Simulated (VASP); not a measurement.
BaTiO3, 5 atoms in the cell. The structure is cubic, space group Pm-3m (No. 221). Conventional cell: a = 4.019 Å, b = 4.019 Å, c = 4.019 Å, α = 90.00°, β = 90.00°, γ = 90.00°. Ba (site symmetry m-3m) has 12 O at 2.84 Å and 8 Ti at 3.48 Å within 3.7 Å. Within 2.7 Å of Ti (site symmetry m-3m) lie 6 O at 2.01 Å. Within 2.7 Å of O (site symmetry 4/mmm) lie 2 Ti at 2.01 Å. 

- Program: VASP 6.6.1
- Task: single point
- Functional: PBE
- Potentials or basis: VASP PAW PBE potentials, release 64 (Ba_sv, Ti_sv, O)
- Cutoff: 520 eV
- k mesh: 8 × 8 × 8
- Occupations: gaussian, width 0.02 eV
- Spin: no spin polarisation
- Dipole correction: no
- Further INCAR settings: ALGO = Normal; EDIFF = 1e-07; NBANDS = 28

Potentials or basis: VASP PAW PBE potentials, release 64 (Ba_sv, Ti_sv, O).

Run with:

```sh
$ cat potpaw_PBE.64/Ba_sv/POTCAR potpaw_PBE.64/Ti_sv/POTCAR potpaw_PBE.64/O/POTCAR > POTCAR
$ mpirun -np 1 vasp_std > vasp.out
```

Hardware: 1 thread of Intel Xeon 8259CL, with other jobs on the host.

Problem. How long does it take, and how much memory?

Solution. Wall time 2.1 min on 1 thread of Intel Xeon 8259CL, on a shared host, peak memory 0.21 GiB. Counts: scf iterations 17, k points 35.
